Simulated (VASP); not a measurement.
**Ge3Pt: relaxation of cell and atoms with PBE**

Crystal: Ge3Pt.

```
Ge Pt
1.0
     5.07487    0.00000    0.00000
     0.00000    5.07487    0.00000
     0.00000    0.00000    5.07487
Ge Pt
6 2
Direct
  0.25000 0.00000 0.50000
  0.50000 0.75000 0.00000
  0.75000 0.00000 0.50000
  0.50000 0.25000 0.00000
  0.00000 0.50000 0.75000
  0.00000 0.50000 0.25000
  0.00000 0.00000 0.00000
  0.50000 0.50000 0.50000
```

The cell was built from a structure type or drawn by symmetry, and may not be a known phase.

```json
{
 "Program": "VASP 6.6.1",
 "Task": "relaxation of cell and atoms",
 "Functional": "PBE",
 "Potentials or basis": "VASP PAW PBE potentials, release 64 (Ge_d, Pt)",
 "Cutoff": "600 eV",
 "k mesh": "4 × 4 × 4",
 "Occupations": "gaussian, width 0.1 eV",
 "Spin": "no spin polarisation",
 "Dipole correction": "no",
 "Further INCAR settings": "ALGO = Normal; EDIFF = 1e-06; IBRION = 2; EDIFFG = -0.04; NSW = 90; ISIF = 3"
}
```

```json
{"Relaxed volume": "17.94 Å³/atom", "Relaxed cell": "a = 5.236 Å, b = 5.236 Å, c = 5.236 Å, α = 90.00°, β = 90.00°, γ = 90.00°", "Space group after relaxing (to 0.1 Å)": "Pm-3n (No. 223)", "Energy gained by relaxing": "53.8 meV/atom", "Ionic steps": "3", "Pressure after relaxing": "-0.1 GPa", "Band gap on the k mesh": "zero (bands 52 and 53 overlap by 1.74 eV)"}
```

Step by step:
| step | energy change (eV) | largest force (eV/Å) | pressure (GPa) | volume (Å³) |
| --- | --- | --- | --- | --- |
| 1 | 0.0000 | 0.0000 | 11.79 | 130.70 |
| 2 | -0.1832 | 0.0000 | -6.47 | 154.79 |
| 3 | -0.4305 | 0.0000 | -0.09 | 143.54 |

Final structure:
```
CELL_PARAMETERS angstrom
5.23589 0.00000 0.00000
0.00000 5.23589 0.00000
0.00000 0.00000 5.23589
ATOMIC_POSITIONS crystal
Ge 0.25000 0.00000 0.50000
Ge 0.50000 0.75000 0.00000
Ge 0.75000 0.00000 0.50000
Ge 0.50000 0.25000 0.00000
Ge 0.00000 0.50000 0.75000
Ge 0.00000 0.50000 0.25000
Pt 0.00000 0.00000 0.00000
Pt 0.50000 0.50000 0.50000
```

Levels at points of the mesh, in eV from the Fermi level:
```tsv
k point	band 49	band 50	band 51	band 52	band 53	band 54	band 55	band 56
(0.00, 0.00, 0.00)	-1.63	-1.63	-0.85	-0.85	0.51	0.51	0.51	1.81
(0.50, 0.00, 0.00)	-1.76	-1.76	-0.33	-0.33	0.58	0.58	1.52	1.52
(0.50, 0.50, 0.00)	-1.22	-1.09	-1.09	0.20	0.26	1.49	1.77	2.00
(0.50, 0.50, 0.50)	1.03	1.03	1.03	1.03	1.03	1.03	2.93	2.93
```

It took 2.9 min on 1 thread of Intel(R) Xeon(R) 6975P-C (Granite Rapids), on a shared host, peak memory 0.31 GiB.

Caveat: spin-orbit coupling is left out, which moves the levels of the heavy elements.
